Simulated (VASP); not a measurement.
Set up this calculation in VASP 6.6.1, as the native input.

| Quantity | Value |
| --- | --- |
| Task | single point |
| Functional | PBEsol |
| Dispersion | D4 |
| Potentials or basis | VASP PAW PBE potentials, release 64 (Be, S) |
| Cutoff | 600 eV |
| k mesh | 6 × 6 × 6 |
| Occupations | gaussian, width 0.01 eV |
| Spin | no spin polarisation |
| Dipole correction | no |
| Further INCAR settings | ALGO = Normal; EDIFF = 1e-06; NBANDS = 11 |

The structure of BeS lies in POSCAR:

```
BeS
1.0
    0.0000000000      2.4343066366      2.4343066366
    2.4343066366      0.0000000000      2.4343066366
    2.4343066366      2.4343066366      0.0000000000
Be S
1 1
Direct
    0.0000000000      0.0000000000      0.0000000000
    0.2500000000      0.2500000000      0.2500000000
```

These files were run (other wordings do the same):

INCAR

```
  ALGO = Normal
  EDIFF = 1E-6
  ENCUT = 600
  GGA = PS
  GGA_COMPAT = False
  ISIF = 2
  ISMEAR = 0
  IVDW = 13
  LASPH = True
  LCHARG = False
  LREAL = False
  LWAVE = False
  NBANDS = 11
  NELM = 120
  PREC = Accurate
  SIGMA = 0.01
```

KPOINTS

```
k-points
0
Gamma
  6 6 6
```

Potentials or basis: VASP PAW PBE potentials, release 64 (Be, S).

Launch:

```bash
$ cat potpaw_PBE.64/Be/POTCAR potpaw_PBE.64/S/POTCAR > POTCAR
$ mpirun -np 1 vasp_std > vasp.out
```

Results of the run:

```
Pressure                   : -3.1 GPa
Band gap on the k mesh     : 2.95 eV (least direct gap 5.59 eV)
Dispersion energy per atom : -0.146 eV
```

Caveat: the cell stands under tension; the PAW data sets were made with another functional, which shifts forces and pressure a little.

Wall time 4.6 s on 1 thread of AMD EPYC 9R45 (Zen 5) (shared host), peak memory 0.12 GiB.
